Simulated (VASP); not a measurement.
# BN (Pm) in VASP: single point with PBE+D3(BJ)

Aim: the single point of BN with PBE+D3(BJ).

Everything below comes from runs of VASP 6.6.1. Logs are shortened: lines on timing, memory, paths and dates and some standing lists are left out, and cuts for length are marked.

## Step 1: The cell of the first run

Symmetry: Pm, No. 6, monoclinic system. Conventional cell: a = 2.506 Å, b = 6.592 Å, c = 2.506 Å, α = 90.00°, β = 120.00°, γ = 90.00°. Within 1.9 Å of B (site symmetry m) lie 3 N at 1.41 to 1.52 Å. B (site symmetry m) has 3 N at 1.43 to 1.47 Å within 1.9 Å. Within 1.9 Å of N (site symmetry m) lie 3 B at 1.43 to 1.47 Å. N (site symmetry m) has 3 B at 1.41 to 1.52 Å within 1.9 Å.

## Step 2: Single point, PBE+D3(BJ) (atoms displaced along several vibrational modes)

INCAR reads:

```
  PREC = Accurate
  ENCUT = 520
  EDIFF = 1E-7
  ISMEAR = 1
  SIGMA = 0.05
  LREAL = False
  LASPH = True
  NELM = 100
  ALGO = Normal
  ISIF = 2
  LWAVE = False
  LCHARG = False
  GGA = PE
  IVDW = 12
  NBANDS = 16
```

KPOINTS reads:

```
regular mesh
0
Gamma
  12 12 4
```

POSCAR reads:

```
BN
1.0
    2.5061127838      0.0000000000      0.0000000000
   -1.2530563919      2.1703573356      0.0000000000
    0.0000000000      0.0000000000      6.5923998870
B N
2 2
Direct
   -0.0478017941      0.0196741796      0.5000000000
    0.3945440144      0.6736103848      0.0000000000
    0.0547813346     -0.0053584693      0.0000000000
    0.6015369300      0.3181492543      0.5000000000
```

Potentials or basis: VASP PAW PBE potentials, release 64 (B, N).

The run is started by

```sh
$ cat potpaw_PBE.64/B/POTCAR potpaw_PBE.64/N/POTCAR > POTCAR
$ mpirun -np 1 vasp_std > vasp.out
```

OUTCAR:

```text
PREC = Accurate
   ENCUT = 520
   EDIFF = 1E-7
   ISMEAR = 1
   LREAL = False
   LASPH = True
   NELM = 100
   ISIF = 2
   GGA = PE
   IVDW = 12
 IVDW          = 12

 ion  position               nearest neighbor table
   1  0.952  0.020  0.500-   4 1.41   4 1.41   4 1.52
   2  0.395  0.674  0.000-   3 1.43   3 1.43   3 1.47
   3  0.055  0.995  0.000-   2 1.43   2 1.43   2 1.47
   4  0.602  0.318  0.500-   1 1.41   1 1.41   1 1.52

  LATTYP: Found a hexagonal cell.
 ALAT       =     2.5061127838
 C/A-ratio  =     2.6305280152

  Lattice vectors:

 A1 = (   2.5061127838,   0.0000000000,   0.0000000000)
 A2 = (  -1.2530563919,   2.1703573356,   0.0000000000)
 A3 = (   0.0000000000,   0.0000000000,   6.5923998870)

Analysis of symmetry for initial positions (statically):
=====================================================================
 Subroutine PRICEL returns:
 Original cell was already a primitive cell.

 Routine SETGRP: Setting up the symmetry group for a
 hexagonal supercell.

 Subroutine GETGRP returns: Found  2 space group operations
 (whereof  2 operations were pure point group operations)
 out of a pool of 24 trial point group operations.

The static configuration has the point symmetry C_1h.

Analysis of symmetry for dynamics (positions and initial velocities):
=====================================================================
 Subroutine PRICEL returns:
 Original cell was already a primitive cell.

 Routine SETGRP: Setting up the symmetry group for a
 hexagonal supercell.

 Subroutine GETGRP returns: Found  2 space group operations
 (whereof  2 operations were pure point group operations)
 out of a pool of 24 trial point group operations.

The dynamic configuration has the point symmetry C_1h.

 Subroutine INISYM returns: Found  2 space group operations
 (whereof  2 operations are pure point group operations),
 and found     1 'primitive' translations

----------------------------------------------------------------------------------------

                                     Primitive cell

  volume of cell :      35.8571

  direct lattice vectors                    reciprocal lattice vectors
     2.506112784  0.000000000  0.000000000     0.399024340  0.230376810  0.000000000
    -1.253056392  2.170357336  0.000000000     0.000000000  0.460753620  0.000000000
     0.000000000  0.000000000  6.592399887     0.000000000  0.000000000  0.151689827

  length of vectors
     2.506112784  2.506112784  6.592399887     0.460753620  0.460753620  0.151689827

  position of ions in fractional coordinates (direct lattice)
     0.952198206  0.019674180  0.500000000
     0.394544014  0.673610385  0.000000000
     0.054781335  0.994641531  0.000000000
     0.601536930  0.318149254  0.500000000

  ion indices of the primitive-cell ions
   primitive index   ion index
                 1           1
                 2           2
                 3           3
                 4           4

----------------------------------------------------------------------------------------

 KPOINTS: regular mesh

Automatic generation of k-mesh.
 Grid dimensions read from file:
 generate k-points for:   12   12    4

 Generating k-lattice:

  Cartesian coordinates                     Fractional coordinates (reciprocal lattice)
     0.033252028  0.019198068  0.000000000     0.083333333  0.000000000  0.000000000
     0.000000000  0.038396135  0.000000000     0.000000000  0.083333333  0.000000000
     0.000000000  0.000000000  0.037922457     0.000000000  0.000000000  0.250000000

  Length of vectors
     0.038396135  0.038396135  0.037922457

  Shift w.r.t. Gamma in fractional coordinates (k-lattice)
     0.000000000  0.000000000  0.000000000

 Subroutine IBZKPT returns following result:
 ===========================================

 Found    222 irreducible k-points:

 Following reciprocal coordinates:
            Coordinates               Weight
  0.000000  0.000000  0.000000      1.000000
  0.083333 -0.000000  0.000000      2.000000
  0.000000  0.083333  0.000000      2.000000
 -0.083333  0.083333  0.000000      2.000000
  0.166667 -0.000000  0.000000      2.000000
  0.000000  0.166667  0.000000      2.000000
[... 16 lines left out ...]
  0.166667  0.083333  0.000000      2.000000
 -0.083333  0.250000  0.000000      2.000000
 [... further k-points ...]
   k-points           NKPTS =    222   k-points in BZ     NKDIM =    222   number of bands    NBANDS=     16
   number of dos      NEDOS =    301   number of ions     NIONS =      4
   total plane-waves  NPLWV =  20000
   dimension x,y,z NGX =    20 NGY =   20 NGZ =   50
   dimension x,y,z NGXF=    40 NGYF=   40 NGZF=  100
   ions per type =               2   2
   NGX,Y,Z   is equivalent  to a cutoff of  13.27, 13.27, 12.61 a.u.
   NGXF,Y,Z  is equivalent  to a cutoff of  26.53, 26.53, 25.22 a.u.
 SYSTEM =  unknown system
   PREC   = accura    normal or accurate (medium, high low for compatibility)
   ISTART =      0    job   : 0-new  1-cont  2-samecut
   ICHARG =      2    charge: 1-file 2-atom 10-const
   ISPIN  =      1    spin polarized calculation?
   LNONCOLLINEAR =      F non collinear calculations
   LSORBIT =      F    spin-orbit coupling
   LASPH  =      T    aspherical Exc in radial PAW
   ENCUT  =  520.0 eV  38.22 Ry    6.18 a.u.   4.66  4.66 12.26*2*pi/ulx,y,z
   NELM   =    100;   NELMIN=  2; NELMDL= -5     # of ELM steps
   EDIFF  = 0.1E-06   stopping-criterion for ELM
   LREAL  =      F    real-space projection
   EDIFFG = 0.1E-05   stopping-criterion for IOM
   NSW    =      0    number of steps for IOM
   IBRION =     -1    ionic relax: 0-MD 1-quasi-New 2-CG
   NFREE  =      0    steps in history (QN), initial steepest desc. (CG)
   ISIF   =      2    stress and relaxation
   ISYM   =      2    0-nonsym 1-usesym 2-fastsym
   POTIM  = 0.5000    time-step for ionic-motion
   TEBEG  =    0.0;   TEEND  =   0.0 temperature during run
   PSTRESS=    0.0 pullay stress
   NELECT =      16.0000    total number of electrons
   NUPDOWN=      -1.0000    fix difference up-down
   EMIN   =  10.00;   EMAX   =-10.00  energy-range for DOS
   EFERMI =   0.00;   METHOD = LEGACY
   ISMEAR =     1;   SIGMA  =   0.05  broadening in eV -4-tet -1-fermi 0-gaus
   EFERMI_NEDOS =   21; number of points for ismear=-14 and -15
   IALGO  =     38    algorithm
   IMIX   =      4    mixing-type and parameters
     AMIX     =   0.40;   BMIX     =  1.00
     AMIX_MAG =   1.60;   BMIX_MAG =  1.00
  volume/ion in A,a.u.               =       8.96        60.49
  Fermi-wavevector in a.u.,A,eV,Ry     =   1.250997  2.364042 21.293038  1.564994
  Thomas-Fermi vector in A             =   2.384965
   LORBIT       =      0    0 simple, 1 ext, 2 COOP (PROOUT), +10 PAW based schemes
   GGA     = PE    functional components
   LHFCALC =     F    Hartree Fock is set to
   AEXX    =    0.0000 exact exchange contribution
   IVDW    =    12    specifies the selected vdW correction
   LEPSILON=     F    determine dielectric tensor
   LRPA    =     F    only Hartree local field effects (RPA)
 non-spin polarized calculation
 Methfessel and Paxton  Order N= 1 SIGMA  =   0.05
  energy-cutoff  :      520.00
  volume of cell :       35.86
 maximum number of plane-waves:       985
   NGX =  9   NGY =  9   NGZ = 25

 number of electron      15.9999998 magnetization

 Free energy of the ion-electron system (eV)
  ---------------------------------------------------
  ext. energy  EPLUGINS =         0.00000000
  ---------------------------------------------------
  free energy    TOTEN  =       -35.02288324 eV

  energy without entropy =      -35.02294608  energy(sigma->0) =      -35.02290419

 E-fermi :   2.4308     XC(G=0): -10.1197

 val. band max:        2.3999116067   @ k =   0.4167   0.3333   0.0000
 cond. band min:       6.2034206781   @ k =   0.5000   0.5000   0.0000
 fundamental gap:      3.8035090714
 Fermi energy:         2.4307504998

 k-point     1 :       0.0000    0.0000    0.0000
  band No.  band energies     occupation
      1     -15.4848      2.00000
      2     -15.1633      2.00000
      3      -3.9168      2.00000
      4      -1.7333      2.00000
      5       0.1713      2.00000
      6       0.6404      2.00000
[... 8 lines left out ...]
     15      15.1810      0.00000
     16      15.4720      0.00000

 k-point     2 :       0.0833   -0.0000    0.0000
  band No.  band energies     occupation
      1     -15.3502      2.00000
      2     -15.0338      2.00000
      3      -3.7285      2.00000
      4      -1.5660      2.00000
      5      -0.2626      2.00000
      6       0.1543      2.00000
[... 8 lines left out ...]
     15      14.9998      0.00000
     16      15.4931      0.00000

 k-point     3 :       0.0000    0.0833    0.0000
  band No.  band energies     occupation
      1     -15.3474      2.00000
      2     -15.0298      2.00000
      3      -3.7322      2.00000
      4      -1.5715      2.00000
      5      -0.0375      2.00000
      6       0.4017      2.00000
[... 8 lines left out ...]
     15      15.0200      0.00000
     16      15.7210      0.00000

 k-point     4 :      -0.0833    0.0833    0.0000
  band No.  band energies     occupation
      1     -15.3502      2.00000
      2     -15.0337      2.00000
      3      -3.7288      2.00000
      4      -1.5655      2.00000
      5      -0.2638      2.00000
      6       0.1582      2.00000
[... 8 lines left out ...]
     15      15.0163      0.00000
     16      15.5316      0.00000
[... 324 lines left out ...]
 k-point    22 :      -0.1667    0.0833    0.0000
  band No.  band energies     occupation
      1     -15.0873      2.00000
      2     -14.7823      2.00000
      3      -3.3519      2.00000
      4      -1.2303      2.00000
      5      -1.1325      2.00000
      6      -0.7671      2.00000
[... 8 lines left out ...]
     15      15.0268      0.00000
     16      16.4770      0.00000

 k-point    23 :       0.1667    0.0833    0.0000
  band No.  band energies     occupation
      1     -14.5611      2.00000
      2     -14.2741      2.00000
      3      -2.6317      2.00000
      4      -2.1640      2.00000
      5      -2.0521      2.00000
      6      -0.6188      2.00000
[... 8 lines left out ...]
     15      17.1395      0.00000
     16      17.8990      0.00000

 k-point    24 :      -0.0833    0.2500    0.0000
  band No.  band energies     occupation
      1     -14.5527      2.00000
      2     -14.2603      2.00000
      3      -2.6471      2.00000
      4      -1.8785      2.00000
      5      -1.6655      2.00000
      6      -0.8953      2.00000
[... 8 lines left out ...]
     15      17.3986      0.00000
     16      17.7220      0.00000

 [... further k-points ...]

------------------------ aborting loop because EDIFF is reached ----------------------------------------

 Edisp (eV)   -0.56890

 E8    (eV) :    -0.1668

  FORCE on cell =-STRESS in cart. coord.  units (eV):
  Direction    XX          YY          ZZ          XY          YZ          ZX
  --------------------------------------------------------------------------------------
  -------------------------------------------------------------------------------------
  Total       1.58125    -0.77360     0.01239     0.05917     0.00000     0.00000
  in kB      70.65393   -34.56604     0.55371     2.64406     0.00000     0.00000
  external pressure =       12.21 kB  Pullay stress =        0.00 kB

 VOLUME and BASIS-vectors are now :
 -----------------------------------------------------------------------------
  energy-cutoff  :      520.00
  volume of cell :       35.86
      direct lattice vectors                 reciprocal lattice vectors
     2.506112784  0.000000000  0.000000000     0.399024340  0.230376810  0.000000000
    -1.253056392  2.170357336  0.000000000     0.000000000  0.460753620  0.000000000
     0.000000000  0.000000000  6.592399887     0.000000000  0.000000000  0.151689827

 POSITION                                       TOTAL-FORCE (eV/Angst)
 -----------------------------------------------------------------------------------
      2.36166      0.04270      3.29620         0.009405     -2.752115      0.000000
      0.14470      1.46198      0.00000        -0.014476     -1.051137      0.000000
     -1.10905      2.15873      0.00000        -0.015184      1.041819      0.000000
      1.10886      0.69050      3.29620         0.020255      2.761433      0.000000
 -----------------------------------------------------------------------------------
    total drift:                               -0.000141     -0.000010     -0.000000

  FREE ENERGIE OF THE ION-ELECTRON SYSTEM (eV)
  ---------------------------------------------------
  free  energy   TOTEN  =       -35.5917800886 eV

  energy  without entropy=      -35.5918429250  energy(sigma->0) =      -35.59180103
```

Run time: 53 s. Hardware: 1 thread of Intel Xeon 6975P-C (Granite Rapids), shared host; peak memory 0.24 GiB.

Results:

```
Free energy                : -35.5918 eV
Pressure                   : 1.2 GPa
Largest force              : 2.762 eV/Å
Band gap on the k mesh     : 3.80 eV (least direct gap 4.16 eV)
Dispersion energy per atom : -0.142 eV
```

Forces in eV/Å, atoms in the order of the input:
```
B    0.009 -2.752  0.000
B   -0.014 -1.051  0.000
N   -0.015  1.042  0.000
N    0.020  2.761  0.000
```

Levels at points of the mesh, in eV from the valence-band top:
```tsv
k point	band 6	band 7	band 8	band 9	band 10	band 11
(0.00, 0.00, 0.00)	-1.76	-1.14	-0.47	5.20	10.24	10.35
(0.50, 0.00, 0.00)	-3.86	-1.11	-0.87	4.61	4.85	9.43
(0.00, 0.50, 0.00)	-4.40	-1.58	-0.89	4.60	6.01	9.48
(0.50, 0.50, 0.00)	-3.86	-1.42	-0.44	3.80	5.60	9.46
(0.00, 0.00, 0.50)	-1.76	-1.14	-0.47	7.57	7.59	10.40
(0.50, 0.00, 0.50)	-3.86	-0.99	-0.82	4.40	4.47	9.74
(0.00, 0.50, 0.50)	-4.41	-1.24	-1.14	4.80	5.23	9.74
(0.50, 0.50, 0.50)	-3.86	-1.00	-0.83	4.39	4.52	9.72
```

Caveat: the cell differs from its parent crystal (atoms displaced along several vibrational modes); the stress differs along the axes, from -3 to 7 GPa; forces of over 1 eV/Å act on the atoms, so gaps and moduli don't describe the material at rest. A k mesh can miss the band edges.
